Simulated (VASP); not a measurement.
Set up this calculation in VASP 6.6.1, as the native input.

* Task: single point
* Functional: PBEsol
* Potentials or basis: VASP PAW PBE potentials, release 64 (K_sv, Ta_pv, O)
* Cutoff: 520 eV
* k mesh: 8 × 8 × 8
* Occupations: gaussian, width 0.02 eV
* Spin: no spin polarisation
* Dipole correction: no
* Further INCAR settings: ALGO = Normal; EDIFF = 1e-06; NBANDS = 27

The structure of KTaO3 lies in POSCAR:

```
KTaO3
1.0
    3.9991245543      0.0000000000      0.0000000000
    0.0000000000      3.9991245543      0.0000000000
    0.0000000000      0.0000000000      3.9991245543
K Ta O
1 1 3
Direct
    0.5000000000      0.5000000000      0.5000000000
    0.0000000000      0.0000000000      0.0000000000
    0.0000000000      0.5000000000      0.0000000000
    0.0000000000      0.0000000000      0.5000000000
    0.5000000000      0.0000000000      0.0000000000
```

These files were run (other wordings do the same):

INCAR

```
SYSTEM = KTaO3
PREC = Accurate
ENCUT = 520
EDIFF = 1E-6
ISMEAR = 0
SIGMA = 0.02
LREAL = .FALSE.
LASPH = .TRUE.
NELM = 80
ALGO = Normal
ISIF = 2
LWAVE = .FALSE.
LCHARG = .TRUE.
GGA = PS
LELF = .TRUE.
LVHAR = .TRUE.
NBANDS = 27
```

KPOINTS

```
Automatic mesh
0
G
  8 8 8
  0 0 0
```

Potentials or basis: VASP PAW PBE potentials, release 64 (K_sv, Ta_pv, O).

The run is started by

```sh
$ cat potpaw_PBE.64/K_sv/POTCAR potpaw_PBE.64/Ta_pv/POTCAR potpaw_PBE.64/O/POTCAR > POTCAR
$ mpirun -np 1 vasp_std > vasp.out
```

It gave:

```json
{
 "Pressure": "-1.4 GPa",
 "Band gap on the k mesh": "2.07 eV (least direct gap 2.69 eV)"
}
```

Caveat: the PAW data sets were made with another functional, which shifts forces and pressure a little; spin-orbit coupling is left out, which moves the levels of the heavy elements.

Wall time 59 s on 1 thread of Intel(R) Xeon(R) 6975P-C (Granite Rapids), with other jobs on the host, peak memory 0.2 GiB.
